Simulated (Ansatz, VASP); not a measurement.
SnO2: VASP beside Ansatz

```
CELL_PARAMETERS angstrom
0.00000 4.43657 4.43657
4.43657 0.00000 4.43657
4.43657 4.43657 0.00000
ATOMIC_POSITIONS crystal
Sn 0.12500 0.12500 0.62500
Sn 0.62500 0.12500 0.12500
Sn 0.12500 0.62500 0.12500
Sn 0.12500 0.12500 0.12500
O 0.89121 0.89121 0.89121
O 0.89121 0.32638 0.89121
O 0.89121 0.89121 0.32638
O 0.32638 0.89121 0.89121
O 0.92362 0.35879 0.35879
O 0.35879 0.35879 0.92362
O 0.35879 0.92362 0.35879
O 0.35879 0.35879 0.35879
```

Alike in both runs: task relaxation of cell and atoms; functional LDA; k mesh 6 × 6 × 6; occupations gaussian, width 0.02 eV; no spin polarisation.

|  | VASP | Ansatz |
| --- | --- | --- |
| version | VASP 6.6.1 | Ansatz 0.2.0 |
| potentials or method | VASP PAW LDA potentials, release 64 (Sn_d, O), cutoff 600 eV | scalar-relativistic, plane waves, PAW |
| valence electrons in the cell | 104 | 104 |

Ansatz gave:

```
gap on the k mesh at the Fermi level, each at its own relaxed structure (eV)  : 2.07
relaxed volume (Å³/atom)                                                      : 14.48
relaxed length of the cell vector where the two differ most in proportion (Å) : 6.263
```

Problem. Estimate VASP's values.

Solution. gap on the k mesh at the Fermi level, each at its own relaxed structure (eV): 2.04; relaxed volume (Å³/atom): 14.55; relaxed length of the cell vector where the two differ most in proportion (Å): 6.273.

Ansatz warns that its potentials were made for another functional, while VASP's fit it. LDA's correlation is that of Perdew and Zunger in VASP and of Perdew and Wang (1992) in Ansatz.
